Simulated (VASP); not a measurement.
Input of a VASP 6.6.1 run:

The input INCAR:

```
  PREC = Accurate
  ENCUT = 1330
  EDIFF = 1E-7
  ISMEAR = 0
  SIGMA = 0.1
  LREAL = False
  LASPH = True
  NELM = 120
  ALGO = Normal
  ISIF = 3
  LWAVE = False
  LCHARG = False
  GGA = PE
  IBRION = 2
  NSW = 90
  EDIFFG = -0.04
  GGA_COMPAT = False
  NELMIN = 4
```

KPOINTS

```
Automatic mesh
0
Gamma
  4 8 4
```

POSCAR

```
Si2N
1.0
    4.1702503300      0.0000000000      0.0000000000
    0.0000000000      2.2853843900      0.0000000000
   -0.9379563700      0.0000000000      4.3210454000
Si N
2 1
Direct
    0.5000000000      0.4639600700      0.0000000000
    0.0000000000      0.9409087200      0.0000000000
    0.0000000000      0.6605855100      0.5000000000
```

Potentials or basis: VASP PAW PBE potentials, release 64 (Si, N_h).

Command:

```sh
$ cat potpaw_PBE.64/Si/POTCAR potpaw_PBE.64/N_h/POTCAR > POTCAR
$ mpirun -np 1 vasp_std > vasp.out
```

Task: What does it give for the relaxed volume?

Result: 12.74 Å³/atom.

Task: What does it give for the space group after relaxing (to 0.1 Å)?

Result: P2 (No. 3).

Task: Predict the band gap on the k mesh.

Result: Zero (an odd number of electrons rules out a gap without spin polarisation).

Task: What does it give for the relaxed cell?

Result: a = 3.856 Å, b = 3.645 Å, c = 2.894 Å, α = 90.00°, β = 110.06°, γ = 90.00°.

Final structure:
```
CELL_PARAMETERS angstrom
3.85508 0.00000 -0.06936
0.00000 3.64515 0.00000
-0.94351 0.00000 2.73630
ATOMIC_POSITIONS crystal
Si 0.50000 0.38446 0.00000
Si 0.00000 0.98362 0.00000
N 0.00000 0.69738 0.50000
```

Caveat: the k points lie up to 0.58 Å⁻¹ apart in the final cell, too coarse for converged energies and pressures of a metal; a cell axis changed by over 15 % at a fixed basis, so the end point is rough; an odd number of electrons without spin polarisation forces a metal; a magnetic or distorted state may lie lower.
